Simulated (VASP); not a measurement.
# H4C in VASP: further runs, part 2 of 2

VASP 6.6.1. The steps go on from the part before.

## 3. Single point, PBE+D3(BJ)

The input, INCAR:

```
SYSTEM = H4C
ALGO = Normal ; EDIFF = 1E-6
ENCUT = 520 ; GGA = PE
ISIF = 2 ; ISMEAR = -1
IVDW = 12 ; LASPH = .TRUE.
LCHARG = .FALSE. ; LREAL = Auto
LWAVE = .FALSE. ; NBANDS = 58
NELM = 100 ; PREC = Accurate
SIGMA = 0.05
```

The input, KPOINTS:

```
k-points
0
G
  1 1 1
  0 0 0
```

The input, POSCAR:

```
H4C
1.0
    7.9581140000      0.0000000000      0.0000000000
    0.0000000000      7.9581140000      0.0000000000
    0.0000000000      0.0000000000      7.9581140000
C H
8 32
Direct
    0.3738574240      0.7151945800      0.7319196483
    0.9910765289      0.0731831688      0.7387177414
    0.6568516108      0.7178333962      0.1424458107
    0.3814471620      0.4244221684      0.3569690004
    0.1856093039      0.8964184228      0.1826186456
    0.8318176895      0.5450537653      0.7256116210
    0.4878919804      0.2276921391      0.9171394127
    0.7342443197      0.1168618595      0.3205030740
    0.4257918396      0.6274350933      0.8174675558
    0.4575707259      0.7393962941      0.6294204883
    0.3548076843      0.8396587433      0.7763020233
    0.2617579994      0.6635994408      0.6930536557
    1.0332096273      0.1383493627      0.8607064438
    1.0297163373     -0.0552392187      0.7254985289
    1.0350316671      0.1540063387      0.6372489763
    0.8543607191      0.0929994217      0.7332641880
    0.7038099731      0.7160616196      0.2691592505
    0.5383687643      0.7721678780      0.1391912707
    0.6420491086      0.5730880457      0.1203174521
    0.7460310320      0.7622409028      0.0541962581
    0.2784202388      0.4247740105      0.4480458561
    0.4885830990      0.4422027631      0.4393251969
    0.3840985440      0.5470265945      0.2866382663
    0.3940129533      0.3195355080      0.2709687245
    0.2592574070      0.8382513746      0.0797425119
    0.1992934507      0.8220540696      0.2901315563
    0.0558800741      0.8945084225      0.1451977190
    0.2337488505      1.0234711390      0.1840385800
    0.7016737885      0.5263056046      0.6688645073
    0.8513826266      0.4574073706      0.8233106487
    0.8367937428      0.6739662186      0.7751836679
    0.9365661261      0.5244961306      0.6281010802
    0.4387597363      0.2494812213      1.0478739058
    0.3828419648      0.2303435211      0.8292919654
    0.5670439001      0.1255825187      0.9145382939
    0.5599567938      0.3357202473      0.8731968404
    0.8372712429      0.1984389769      0.3068189272
    0.7770434050     -0.0066850010      0.3125614938
    0.6484953596      0.1534660097      0.2154279268
    0.6724080605      0.1634306822      0.4323763143
```

Potentials or basis: VASP PAW PBE potentials, release 64 (C, H).

Run with:

```
cat potpaw_PBE.64/C/POTCAR potpaw_PBE.64/H/POTCAR > POTCAR
mpirun -np 1 vasp_gam > vasp.out
```

OUTCAR:

```text
SYSTEM = H4C
   EDIFF = 1E-6
   ENCUT = 520
   GGA = PE
   ISIF = 2
   ISMEAR = -1
   IVDW = 12
   LASPH = .TRUE.
   LREAL = Auto
   NELM = 100
   PREC = Accurate
 IVDW          = 12

 ion  position               nearest neighbor table
   1  0.374  0.715  0.732-  12 1.03   9 1.06  11 1.06  10 1.07
   2  0.991  0.073  0.739-  14 1.07  15 1.09  16 1.10  13 1.15
   3  0.657  0.718  0.142-  18 1.04  20 1.06  17 1.08  19 1.17
   4  0.381  0.424  0.357-  24 1.08  22 1.08  21 1.09  23 1.13
   5  0.186  0.896  0.183-  26 1.05  27 1.07  28 1.08  25 1.11
   6  0.832  0.545  0.726-  30 1.06  31 1.10  29 1.14  32 1.15
   7  0.488  0.228  0.917-  35 1.03  34 1.09  36 1.09  33 1.12
   8  0.734  0.117  0.321-  38 1.04  37 1.05  40 1.08  39 1.12
   9  0.426  0.627  0.817-   1 1.06
  10  0.458  0.739  0.629-   1 1.07
  11  0.355  0.840  0.776-   1 1.06
  12  0.262  0.664  0.693-   1 1.03
  13  0.033  0.138  0.861-   2 1.15
  14  0.030  0.945  0.725-   2 1.07
[... 24 lines left out ...]
  39  0.648  0.153  0.215-   8 1.12
  40  0.672  0.163  0.432-   8 1.08

  LATTYP: Found a simple cubic cell.
 ALAT       =     7.9581140000

  Lattice vectors:

 A1 = (   7.9581140000,   0.0000000000,   0.0000000000)
 A2 = (   0.0000000000,   7.9581140000,   0.0000000000)
 A3 = (   0.0000000000,   0.0000000000,   7.9581140000)

Analysis of symmetry for initial positions (statically):
=====================================================================
 Subroutine PRICEL returns:
 Original cell was already a primitive cell.

 Routine SETGRP: Setting up the symmetry group for a
 simple cubic supercell.

 Subroutine GETGRP returns: Found  1 space group operations
 (whereof  1 operations were pure point group operations)
 out of a pool of 48 trial point group operations.

The static configuration has the point symmetry C_1 .

Analysis of symmetry for dynamics (positions and initial velocities):
=====================================================================
 Subroutine PRICEL returns:
 Original cell was already a primitive cell.

 Routine SETGRP: Setting up the symmetry group for a
 simple cubic supercell.

 Subroutine GETGRP returns: Found  1 space group operations
 (whereof  1 operations were pure point group operations)
 out of a pool of 48 trial point group operations.

The dynamic configuration has the point symmetry C_1 .

 Subroutine INISYM returns: Found  1 space group operations
 (whereof  1 operations are pure point group operations),
 and found     1 'primitive' translations

----------------------------------------------------------------------------------------

                                     Primitive cell

  volume of cell :     503.9999

  direct lattice vectors                    reciprocal lattice vectors
     7.958114000  0.000000000  0.000000000     0.125657913  0.000000000  0.000000000
     0.000000000  7.958114000  0.000000000     0.000000000  0.125657913  0.000000000
     0.000000000  0.000000000  7.958114000     0.000000000  0.000000000  0.125657913

  length of vectors
     7.958114000  7.958114000  7.958114000     0.125657913  0.125657913  0.125657913

  position of ions in fractional coordinates (direct lattice)
     0.373857424  0.715194580  0.731919648
     0.991076529  0.073183169  0.738717741
     0.656851611  0.717833396  0.142445811
     0.381447162  0.424422168  0.356969000
     0.185609304  0.896418423  0.182618646
     0.831817689  0.545053765  0.725611621
[... 32 lines left out ...]
     0.648495360  0.153466010  0.215427927
     0.672408060  0.163430682  0.432376314

  ion indices of the primitive-cell ions
   primitive index   ion index
                 1           1
                 2           2
                 3           3
                 4           4
                 5           5
                 6           6
[... 32 lines left out ...]
                39          39
                40          40

----------------------------------------------------------------------------------------

 KPOINTS: k-points

Automatic generation of k-mesh.
 Grid dimensions read from file:
 generate k-points for:    1    1    1

 Generating k-lattice:

  Cartesian coordinates                     Fractional coordinates (reciprocal lattice)
     0.125657913  0.000000000  0.000000000     1.000000000  0.000000000  0.000000000
     0.000000000  0.125657913  0.000000000     0.000000000  1.000000000  0.000000000
     0.000000000  0.000000000  0.125657913     0.000000000  0.000000000  1.000000000

  Length of vectors
     0.125657913  0.125657913  0.125657913

  Shift w.r.t. Gamma in fractional coordinates (k-lattice)
     0.000000000  0.000000000  0.000000000

 Subroutine IBZKPT returns following result:
 ===========================================

 Found      1 irreducible k-points:

 Following reciprocal coordinates:
            Coordinates               Weight
  0.000000  0.000000  0.000000      1.000000
   k-points           NKPTS =      1   k-points in BZ     NKDIM =      1   number of bands    NBANDS=     58
   number of dos      NEDOS =    301   number of ions     NIONS =     40
   total plane-waves  NPLWV = 216000
   dimension x,y,z NGX =    60 NGY =   60 NGZ =   60
   dimension x,y,z NGXF=   120 NGYF=  120 NGZF=  120
   ions per type =               8  32
   NGX,Y,Z   is equivalent  to a cutoff of  12.53, 12.53, 12.53 a.u.
   NGXF,Y,Z  is equivalent  to a cutoff of  25.07, 25.07, 25.07 a.u.
 SYSTEM =  H4C
   PREC   = accura    normal or accurate (medium, high low for compatibility)
   ISTART =      0    job   : 0-new  1-cont  2-samecut
   ICHARG =      2    charge: 1-file 2-atom 10-const
   ISPIN  =      1    spin polarized calculation?
   LNONCOLLINEAR =      F non collinear calculations
   LSORBIT =      F    spin-orbit coupling
   LASPH  =      T    aspherical Exc in radial PAW
   ENCUT  =  520.0 eV  38.22 Ry    6.18 a.u.  14.80 14.80 14.80*2*pi/ulx,y,z
   NELM   =    100;   NELMIN=  2; NELMDL= -5     # of ELM steps
   EDIFF  = 0.1E-05   stopping-criterion for ELM
   LREAL  =      T    real-space projection
   EDIFFG = 0.1E-04   stopping-criterion for IOM
   NSW    =      0    number of steps for IOM
   IBRION =     -1    ionic relax: 0-MD 1-quasi-New 2-CG
   NFREE  =      0    steps in history (QN), initial steepest desc. (CG)
   ISIF   =      2    stress and relaxation
   ISYM   =      2    0-nonsym 1-usesym 2-fastsym
   POTIM  = 0.5000    time-step for ionic-motion
   TEBEG  =    0.0;   TEEND  =   0.0 temperature during run
   PSTRESS=    0.0 pullay stress
   NELECT =      64.0000    total number of electrons
   NUPDOWN=      -1.0000    fix difference up-down
   EMIN   =  10.00;   EMAX   =-10.00  energy-range for DOS
   EFERMI =   0.00;   METHOD = LEGACY
   ISMEAR =    -1;   SIGMA  =   0.05  broadening in eV -4-tet -1-fermi 0-gaus
   EFERMI_NEDOS =   21; number of points for ismear=-14 and -15
   IALGO  =     38    algorithm
   IMIX   =      4    mixing-type and parameters
     AMIX     =   0.40;   BMIX     =  1.00
     AMIX_MAG =   1.60;   BMIX_MAG =  1.00
  volume/ion in A,a.u.               =      12.60        85.03
  Fermi-wavevector in a.u.,A,eV,Ry     =   0.822858  1.554975  9.212431  0.677095
  Thomas-Fermi vector in A             =   1.934266
   LORBIT       =      0    0 simple, 1 ext, 2 COOP (PROOUT), +10 PAW based schemes
   GGA     = PE    functional components
   LHFCALC =     F    Hartree Fock is set to
   AEXX    =    0.0000 exact exchange contribution
   IVDW    =    12    specifies the selected vdW correction
   LEPSILON=     F    determine dielectric tensor
   LRPA    =     F    only Hartree local field effects (RPA)
 non-spin polarized calculation
  energy-cutoff  :      520.00
  volume of cell :      504.00
 maximum number of plane-waves:      6759
 NGX is ok and might be reduce to    60
   NGX = 29   NGY = 29   NGZ = 29

 number of electron      64.0000001 magnetization

 Free energy of the ion-electron system (eV)
  ---------------------------------------------------
  ext. energy  EPLUGINS =         0.00000000
  ---------------------------------------------------
  free energy    TOTEN  =      -190.92114121 eV

  energy without entropy =     -190.92114121  energy(sigma->0) =     -190.92114121

 E-fermi :  -5.2036     XC(G=0):  -5.5028

 val. band max:       -6.4636865787   @ k =   0.0000   0.0000   0.0000
 cond. band min:       0.5285077127   @ k =   0.0000   0.0000   0.0000
 fundamental gap:      6.9921942914
 Fermi energy:        -5.2036431983

 k-point     1 :       0.0000    0.0000    0.0000
  band No.  band energies     occupation
      1     -15.4281      2.00000
      2     -15.2600      2.00000
      3     -15.1416      2.00000
      4     -15.0597      2.00000
      5     -15.0016      2.00000
      6     -14.9896      2.00000
[... 36 lines left out ...]
     43       3.8075      0.00000
     44       4.0108      0.00000
 [bands above 44 left out]

------------------------ aborting loop because EDIFF is reached ----------------------------------------

 Edisp (eV)   -1.03144

 E8    (eV) :    -0.2113

  FORCE on cell =-STRESS in cart. coord.  units (eV):
  Direction    XX          YY          ZZ          XY          YZ          ZX
  --------------------------------------------------------------------------------------
  -------------------------------------------------------------------------------------
  Total       6.53148     4.27371     2.51098    -0.53346    -1.25243     1.50548
  in kB      20.76307    13.58580     7.98222    -1.69582    -3.98136     4.78580
  external pressure =       14.11 kB  Pullay stress =        0.00 kB

 VOLUME and BASIS-vectors are now :
 -----------------------------------------------------------------------------
  energy-cutoff  :      520.00
  volume of cell :      504.00
      direct lattice vectors                 reciprocal lattice vectors
     7.958114000  0.000000000  0.000000000     0.125657913  0.000000000  0.000000000
     0.000000000  7.958114000  0.000000000     0.000000000  0.125657913  0.000000000
     0.000000000  0.000000000  7.958114000     0.000000000  0.000000000  0.125657913

 POSITION                                       TOTAL-FORCE (eV/Angst)
 -----------------------------------------------------------------------------------
      2.97520      5.69160      5.82470         1.248836      0.801950     -0.204863
      7.88710      0.58240      5.87880        -0.367394      2.255580      1.235011
      5.22730      5.71260      1.13360         0.714493     -4.052308      0.394008
      3.03560      3.37760      2.84080         0.242327      1.976903      0.225514
      1.47710      7.13380      1.45330         0.531394      0.133606     -2.305914
      6.61970      4.33760      5.77450        -0.205236      0.634530     -2.237129
[... 32 lines left out ...]
      5.16080      1.22130      1.71440         0.371015     -0.597855      0.334318
      5.35110      1.30060      3.44090        -0.237340     -0.631745      0.661984
 -----------------------------------------------------------------------------------
    total drift:                                0.010801     -0.010217     -0.006889

  FREE ENERGIE OF THE ION-ELECTRON SYSTEM (eV)
  ---------------------------------------------------
  free  energy   TOTEN  =      -191.9525844434 eV

  energy  without entropy=     -191.9525844434  energy(sigma->0) =     -191.95258444
```

Run time: 52 s. Hardware: 1 thread of AMD EPYC 7R13 (Zen 3), shared host; peak memory 0.42 GiB.

What came out:

| Item | Value |
| --- | --- |
| Free energy | -191.9526 eV |
| Pressure | 1.4 GPa |
| Largest force | 4.134 eV/Å |
| Band gap on the k mesh | 6.99 eV |
| Dispersion energy per atom | -0.026 eV |

Forces on the atoms (eV/Å):
```
C    1.249  0.802 -0.205
C   -0.367  2.256  1.235
C    0.714 -4.052  0.394
C    0.242  1.977  0.226
C    0.531  0.134 -2.306
C   -0.205  0.635 -2.237
C   -1.644  2.705  0.656
C   -1.754  2.093 -0.900
H    0.775 -0.374  1.070
H    0.567 -0.442 -0.915
H   -0.373  0.855  1.126
H   -2.248 -0.784 -1.086
H   -0.204 -1.035 -1.095
H    0.184 -0.550  0.057
H    0.466 -0.143 -0.313
H   -0.056 -0.531  0.114
H    0.419  0.487  0.654
H   -1.751  1.055 -0.270
H    0.010  1.780 -0.120
H    0.672  0.668 -0.709
H   -0.487 -0.345 -0.487
H    0.750 -0.517  0.078
H   -0.481 -0.826  0.165
H   -0.171 -0.260  0.216
H   -0.279 -0.155  0.176
H    0.415 -0.575  1.698
H   -0.695  0.162 -0.218
H   -0.018  0.465  0.666
H    1.269  0.049  0.331
H    0.108 -0.885  1.095
H    0.111 -0.143 -0.085
H   -1.231  0.313  0.832
H    0.385 -0.067 -0.954
H   -0.269 -0.748 -0.069
H    1.163 -2.293 -0.246
H    0.331  0.334  0.420
H    1.565  0.963 -0.254
H    0.173 -1.777  0.264
H    0.371 -0.598  0.334
H   -0.237 -0.632  0.662
```

Caveat: the k points lie up to 0.79 Å⁻¹ apart.
